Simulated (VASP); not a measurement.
# Lu (Im-3m) in VASP: single point with r2SCAN

Aim: the single point of Lu with r2SCAN.

Program: VASP 6.6.1. These are calculated values, not measurements. Logs are shortened: lines on timing, memory, paths and dates and some standing lists are left out, and cuts for length are marked.

### Step 1. The cell of the first run

It takes space group Im-3m (No. 229, cubic). The conventional cell has a = 3.898 Å, b = 3.898 Å, c = 3.898 Å, α = 90.00°, β = 90.00°, γ = 90.00°. Within 4.4 Å of Lu (site symmetry m-3m) lie 14 Lu at 3.38 to 3.90 Å.

This isn't the form of Lu at room conditions, which is hcp.

### Step 2. Single point, r2SCAN, non-collinear spin, zero start, spin-orbit coupling

Input file POSCAR:

```
Lu
1.0
   -1.9489072159      1.9489072159      1.9489072159
    1.9489072159     -1.9489072159      1.9489072159
    1.9489072159      1.9489072159     -1.9489072159
Lu
1
Direct
    0.0000000000      0.0000000000      0.0000000000
```

Input file INCAR.step1:

```
  PREC = Accurate
  ENCUT = 520
  ISMEAR = -1
  SIGMA = 0.1
  LREAL = False
  LASPH = True
  NELM = 150
  MAGMOM = 0 0 0
  LSORBIT = True
  GGA_COMPAT = False
  NBANDS = 36
  GGA = PE
  ALGO = Normal
  EDIFF = 1E-4
  LWAVE = True
  LCHARG = False
```

Input file INCAR.step2:

```
  PREC = Accurate
  ENCUT = 520
  EDIFF = 1E-6
  ISMEAR = -1
  SIGMA = 0.1
  LREAL = False
  LASPH = True
  NELM = 150
  ALGO = Normal
  ISIF = 2
  LWAVE = False
  LCHARG = False
  MAGMOM = 0 0 0
  LORBIT = 11
  LSORBIT = True
  GGA_COMPAT = False
  LORBMOM = True
  METAGGA = R2SCAN
  LMIXTAU = True
  NBANDS = 36
  ISTART = 1
```

Input file KPOINTS:

```
regular mesh
0
Gamma
  11 11 11
```

Potentials or basis: VASP PAW PBE potentials, release 64 (Lu).

Launch:

```console
$ cat potpaw_PBE.64/Lu/POTCAR > POTCAR
$ cp INCAR.step1 INCAR
$ mpirun -np 1 vasp_ncl > vasp.out
$ cp INCAR.step2 INCAR
$ mpirun -np 1 vasp_ncl > vasp.out
```

OUTCAR:

```text
PREC = Accurate
   ENCUT = 520
   EDIFF = 1E-6
   ISMEAR = -1
   LREAL = False
   LASPH = True
   NELM = 150
   ISIF = 2
   LORBIT = 11
   LSORBIT = True
   METAGGA = R2SCAN
   ISTART = 1

 ion  position               nearest neighbor table
   1  0.000  0.000  0.000-

  LATTYP: Found a body centered cubic cell.
 ALAT       =     3.8978144318

  Lattice vectors:

 A1 = (  -1.9489072159,   1.9489072159,   1.9489072159)
 A2 = (   1.9489072159,  -1.9489072159,   1.9489072159)
 A3 = (   1.9489072159,   1.9489072159,  -1.9489072159)

Analysis of symmetry for initial positions (statically):
=====================================================================
 Subroutine PRICEL returns:
 Original cell was already a primitive cell.

 Routine SETGRP: Setting up the symmetry group for a
 body centered cubic supercell.

 Subroutine GETGRP returns: Found 48 space group operations
 (whereof 48 operations were pure point group operations)
 out of a pool of 48 trial point group operations.

The static configuration has the point symmetry O_h .

Analysis of symmetry for dynamics (positions and initial velocities):
=====================================================================
 Subroutine PRICEL returns:
 Original cell was already a primitive cell.

 Routine SETGRP: Setting up the symmetry group for a
 body centered cubic supercell.

 Subroutine GETGRP returns: Found 48 space group operations
 (whereof 48 operations were pure point group operations)
 out of a pool of 48 trial point group operations.

The dynamic configuration has the point symmetry O_h .

Analysis of structural, dynamic, and magnetic symmetry:
=====================================================================
 Subroutine PRICEL returns:
 Original cell was already a primitive cell.

 Routine SETGRP: Setting up the symmetry group for a
 body centered cubic supercell.

 Subroutine GETGRP returns: Found 48 space group operations
 (whereof 48 operations were pure point group operations)
 out of a pool of 48 trial point group operations.

The overall configuration has the point symmetry O_h .

 Subroutine INISYM returns: Found 48 space group operations
 (whereof 48 operations are pure point group operations),
 and found     1 'primitive' translations

----------------------------------------------------------------------------------------

                                     Primitive cell

  volume of cell :      29.6097

  direct lattice vectors                    reciprocal lattice vectors
    -1.948907216  1.948907216  1.948907216     0.000000000  0.256554030  0.256554030
     1.948907216 -1.948907216  1.948907216     0.256554030  0.000000000  0.256554030
     1.948907216  1.948907216 -1.948907216     0.256554030  0.256554030  0.000000000

  length of vectors
     3.375606317  3.375606317  3.375606317     0.362822188  0.362822188  0.362822188

  position of ions in fractional coordinates (direct lattice)
     0.000000000  0.000000000  0.000000000

  ion indices of the primitive-cell ions
   primitive index   ion index
                 1           1

----------------------------------------------------------------------------------------

 KPOINTS: regular mesh

Automatic generation of k-mesh.
 Grid dimensions read from file:
 generate k-points for:   11   11   11

 Generating k-lattice:

  Cartesian coordinates                     Fractional coordinates (reciprocal lattice)
     0.000000000  0.023323094  0.023323094     0.090909091  0.000000000  0.000000000
     0.023323094  0.000000000  0.023323094     0.000000000  0.090909091  0.000000000
     0.023323094  0.023323094  0.000000000     0.000000000  0.000000000  0.090909091

  Length of vectors
     0.032983835  0.032983835  0.032983835

  Shift w.r.t. Gamma in fractional coordinates (k-lattice)
     0.000000000  0.000000000  0.000000000

 Subroutine IBZKPT returns following result:
 ===========================================

 Found     56 irreducible k-points:

 Following reciprocal coordinates:
            Coordinates               Weight
  0.000000  0.000000  0.000000      1.000000
  0.090909  0.000000  0.000000     12.000000
  0.181818  0.000000  0.000000     12.000000
  0.272727  0.000000  0.000000     12.000000
  0.363636  0.000000  0.000000     12.000000
  0.454545  0.000000  0.000000     12.000000
[... 16 lines left out ...]
  0.272727  0.181818  0.090909     48.000000
  0.363636  0.181818  0.090909     24.000000
 [... further k-points ...]
   k-points           NKPTS =     56   k-points in BZ     NKDIM =     56   number of bands    NBANDS=     36
   number of dos      NEDOS =    301   number of ions     NIONS =      1
   total plane-waves  NPLWV =  21952
   dimension x,y,z NGX =    28 NGY =   28 NGZ =   28
   dimension x,y,z NGXF=    56 NGYF=   56 NGZF=   56
   ions per type =               1
   NGX,Y,Z   is equivalent  to a cutoff of  13.79, 13.79, 13.79 a.u.
   NGXF,Y,Z  is equivalent  to a cutoff of  27.58, 27.58, 27.58 a.u.
 SYSTEM =  unknown system
   PREC   = accura    normal or accurate (medium, high low for compatibility)
   ISTART =      1    job   : 0-new  1-cont  2-samecut
   ICHARG =      0    charge: 1-file 2-atom 10-const
   ISPIN  =      1    spin polarized calculation?
   LNONCOLLINEAR =      T non collinear calculations
   LSORBIT =      T    spin-orbit coupling
   LASPH  =      T    aspherical Exc in radial PAW
   ENCUT  =  520.0 eV  38.22 Ry    6.18 a.u.   6.28  6.28  6.28*2*pi/ulx,y,z
   NELM   =    150;   NELMIN=  2; NELMDL=  0     # of ELM steps
   EDIFF  = 0.1E-05   stopping-criterion for ELM
   LREAL  =      F    real-space projection
   EDIFFG = 0.1E-04   stopping-criterion for IOM
   NSW    =      0    number of steps for IOM
   IBRION =     -1    ionic relax: 0-MD 1-quasi-New 2-CG
   NFREE  =      0    steps in history (QN), initial steepest desc. (CG)
   ISIF   =      2    stress and relaxation
   ISYM   =      2    0-nonsym 1-usesym 2-fastsym
   POTIM  = 0.5000    time-step for ionic-motion
   TEBEG  =    0.0;   TEEND  =   0.0 temperature during run
   PSTRESS=    0.0 pullay stress
   NELECT =      25.0000    total number of electrons
   NUPDOWN=      -1.0000    fix difference up-down
   EMIN   =  10.00;   EMAX   =-10.00  energy-range for DOS
   EFERMI =   0.00;   METHOD = LEGACY
   ISMEAR =    -1;   SIGMA  =   0.10  broadening in eV -4-tet -1-fermi 0-gaus
   EFERMI_NEDOS =   21; number of points for ismear=-14 and -15
   IALGO  =     38    algorithm
   IMIX   =      4    mixing-type and parameters
     AMIX     =   0.40;   BMIX     =  1.00
     AMIX_MAG =   1.60;   BMIX_MAG =  1.00
  volume/ion in A,a.u.               =      29.61       199.82
  Fermi-wavevector in a.u.,A,eV,Ry     =   1.547309  2.923990 32.574588  2.394165
  Thomas-Fermi vector in A             =   2.652421
   LORBIT       =     11    0 simple, 1 ext, 2 COOP (PROOUT), +10 PAW based schemes
   METAGGA = R2SCAN    functional components
   LHFCALC =     F    Hartree Fock is set to
   AEXX    =    0.0000 exact exchange contribution
   IVDW    =     0    specifies the selected vdW correction
   LEPSILON=     F    determine dielectric tensor
   LRPA    =     F    only Hartree local field effects (RPA)
  energy-cutoff  :      520.00
  volume of cell :       29.61
 maximum number of plane-waves:      1612
 NGX is ok and might be reduce to    28
   NGX = 13   NGY = 13   NGZ = 13

 number of electron      24.9999993 magnetization      -0.0000000     -0.0000000      0.0000000

 number of electron      24.9999993 magnetization      -0.0000000      0.0000000      0.0000000

 Free energy of the ion-electron system (eV)
  ---------------------------------------------------
  ext. energy  EPLUGINS =         0.00000000
  ---------------------------------------------------
  free energy    TOTEN  =       -38.67195993 eV

  energy without entropy =      -38.60957460  energy(sigma->0) =      -38.64076727

 E-fermi :   2.2495     XC(G=0): -11.5178

 val. band max:        2.2215197034   @ k =  -0.3636   0.4545   0.0909
 cond. band min:       2.2600592208   @ k =   0.2727   0.1818   0.1818
 fundamental gap:      0.0385395174
 Fermi energy:         2.2495251726

 k-point     1 :       0.0000    0.0000    0.0000
  band No.  band energies     occupation
      1     -55.9382      1.00000
      2     -55.9382      1.00000
      3     -30.0596      1.00000
      4     -30.0596      1.00000
      5     -23.6672      1.00000
      6     -23.6672      1.00000
[... 28 lines left out ...]
     35      14.3214      0.00000
     36      14.3229      0.00000

 k-point     2 :       0.0909    0.0000    0.0000
  band No.  band energies     occupation
      1     -55.9357      1.00000
      2     -55.9357      1.00000
      3     -30.0701      1.00000
      4     -30.0701      1.00000
      5     -23.7040      1.00000
      6     -23.7040      1.00000
[... 28 lines left out ...]
     35      14.5596      0.00000
     36      14.5596      0.00000
[... 817 lines left out ...]
     35      10.3847      0.00000
     36      10.3847      0.00000

 k-point    24 :       0.3636    0.1818    0.0909
  band No.  band energies     occupation
      1     -55.9054      1.00000
      2     -55.9054      1.00000
      3     -30.1997      1.00000
      4     -30.1997      1.00000
      5     -24.0637      1.00000
      6     -24.0637      1.00000
[... 28 lines left out ...]
     35      10.7447      0.00000
     36      10.7447      0.00000

 [... further k-points ...]

------------------------ aborting loop because EDIFF is reached ----------------------------------------

  FORCE on cell =-STRESS in cart. coord.  units (eV):
  Direction    XX          YY          ZZ          XY          YZ          ZX
  --------------------------------------------------------------------------------------
  -------------------------------------------------------------------------------------
  Total       -0.0390731     -0.0390731     -0.0390731      0.0000000      0.0000000     -0.0000000
  in kB       -2.1142432     -2.1142432     -2.1142432      0.0000000      0.0000000     -0.0000000
  external PRESSURE =      -2.1142432 kB  Pullay stress =       0.0000000 kB

 VOLUME and BASIS-vectors are now :
 -----------------------------------------------------------------------------
  energy-cutoff  :      520.00
  volume of cell :       29.61
      direct lattice vectors                 reciprocal lattice vectors
    -1.948907216  1.948907216  1.948907216     0.000000000  0.256554030  0.256554030
     1.948907216 -1.948907216  1.948907216     0.256554030  0.000000000  0.256554030
     1.948907216  1.948907216 -1.948907216     0.256554030  0.256554030  0.000000000

 POSITION                                       TOTAL-FORCE (eV/Angst)
 -----------------------------------------------------------------------------------
      0.00000      0.00000      0.00000        -0.000000      0.000000     -0.000000
 -----------------------------------------------------------------------------------
    total drift:                                0.000000      0.000000     -0.000000

  FREE ENERGIE OF THE ION-ELECTRON SYSTEM (eV)
  ---------------------------------------------------
  free  energy   TOTEN  =       -38.6719599323 eV

  energy  without entropy=      -38.6095746004  energy(sigma->0) =      -38.64076727

 orbital moment (x)

 # of ion     p       d       f       tot
 ------------------------------------------------
  1         0.000   0.000   0.000   0.000
 ------------------------------------------------
            0.000   0.000   0.000   0.000

 orbital moment (y)

 # of ion     p       d       f       tot
 ------------------------------------------------
  1         0.000  -0.000  -0.000  -0.000
 ------------------------------------------------
            0.000  -0.000  -0.000  -0.000

 orbital moment (z)

 # of ion     p       d       f       tot
 ------------------------------------------------
  1         0.000  -0.000  -0.000  -0.000
 ------------------------------------------------
            0.000  -0.000  -0.000  -0.000

 Spin-Orbit-Coupling matrix elements

 Ion:    1  E_soc:     -1.3766932
 l=   1
     0.0000000    -0.2218000    -0.2218000
    -0.2218000     0.0000000    -0.2218000
    -0.2218000    -0.2218000     0.0000000
 l=   2
     0.0000000     0.0001147     0.0000000     0.0001147    -0.0021823
     0.0001147     0.0000000    -0.0016367     0.0001147    -0.0005456
     0.0000000    -0.0016367     0.0000000    -0.0016367     0.0000000
     0.0001147     0.0001147    -0.0016367     0.0000000    -0.0005456
    -0.0021823    -0.0005456     0.0000000    -0.0005456     0.0000000
 l=   3
     0.0000000    -0.0006084     0.0000000     0.0000000     0.0000000    -0.0005898    -0.0035653
    -0.0006084     0.0000000    -0.0010140     0.0000000    -0.0010140    -0.0016224    -0.0006084
     0.0000000    -0.0010140     0.0000000    -0.0023716    -0.0003937    -0.0009976     0.0000000
     0.0000000     0.0000000    -0.0023716     0.0000000    -0.0023716     0.0000000     0.0000000
     0.0000000    -0.0010140    -0.0003937    -0.0023716     0.0000000    -0.0009976     0.0000000
    -0.0005898    -0.0016224    -0.0009976     0.0000000    -0.0009976     0.0000000    -0.0005898
    -0.0035653    -0.0006084     0.0000000     0.0000000     0.0000000    -0.0005898     0.0000000

 total charge

# of ion       s       p       d       f       tot
--------------------------------------------------
    1        2.311   6.065   0.716  13.958  23.050

 magnetization (x)

# of ion       s       p       d       f       tot
--------------------------------------------------
    1       -0.000  -0.000   0.000   0.000  -0.000

 magnetization (y)

# of ion       s       p       d       f       tot
--------------------------------------------------
    1       -0.000   0.000   0.000   0.000  -0.000

 magnetization (z)

# of ion       s       p       d       f       tot
--------------------------------------------------
    1        0.000   0.000   0.000   0.000   0.000
```

It took 23 min on 1 thread of Oxide Virtual Turin-like, shared host; peak memory 0.32 GiB.

Results:

* Free energy: -38.6720 eV
* Pressure: -0.2 GPa
* Net moment: 0.00 μB per cell
* Valence electrons inside the program's atomic spheres: Lu 23.05

Moments on the atoms (μB; x, y, z):
```
Lu  0.00 0.00 0.00
```

Caveat: the PAW data sets were made with another functional, which shifts forces and pressure a little.
